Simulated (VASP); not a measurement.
Here is a VASP 6.6.1 calculation.

File INCAR:

```
SYSTEM = BIr3Pd
  PREC = Accurate
  ENCUT = 520
  EDIFF = 1E-6
  ISMEAR = 0
  SIGMA = 0.1
  LREAL = .FALSE.
  LASPH = .TRUE.
  NELM = 80
  ALGO = Fast
  ISIF = 2
  LWAVE = .FALSE.
  LCHARG = .TRUE.
  GGA = PE
  LELF = .TRUE.
  LVHAR = .TRUE.
  NBANDS = 28
```

File KPOINTS:

```
regular mesh
0
G
  12 12 6
  0 0 0
```

Contents of POSCAR:

```
BIr3Pd
1.0
    3.0175387663      0.0000000000      0.0000000000
    0.0000000000      3.0175387663      0.0000000000
    0.0000000000      0.0000000000      7.4152459930
B Pd Ir
1 1 3
Direct
    0.5000000000      0.5000000000      0.0000000000
    0.0000000000      0.0000000000      0.0000000000
    0.5000000000      0.5000000000      0.2737594087
    0.5000000000      0.5000000000      0.7262405913
    0.0000000000      0.0000000000      0.5000000000
```

Potentials or basis: VASP PAW PBE potentials, release 64 (B, Pd, Ir).

Run with:

```sh
$ cat potpaw_PBE.64/B/POTCAR potpaw_PBE.64/Pd/POTCAR potpaw_PBE.64/Ir/POTCAR > POTCAR
$ mpirun -np 1 vasp_std > vasp.out
```

(1) Predict the pressure.

(2) Predict the largest force.

(3) Estimate the band gap on the k mesh.

## Answers

(1) 0.6 GPa.

(2) 0.087 eV/Å.

(3) zero (bands 20 and 21 overlap by 1.08 eV).

Caveat: spin-orbit coupling is left out, which moves the levels of the heavy elements.
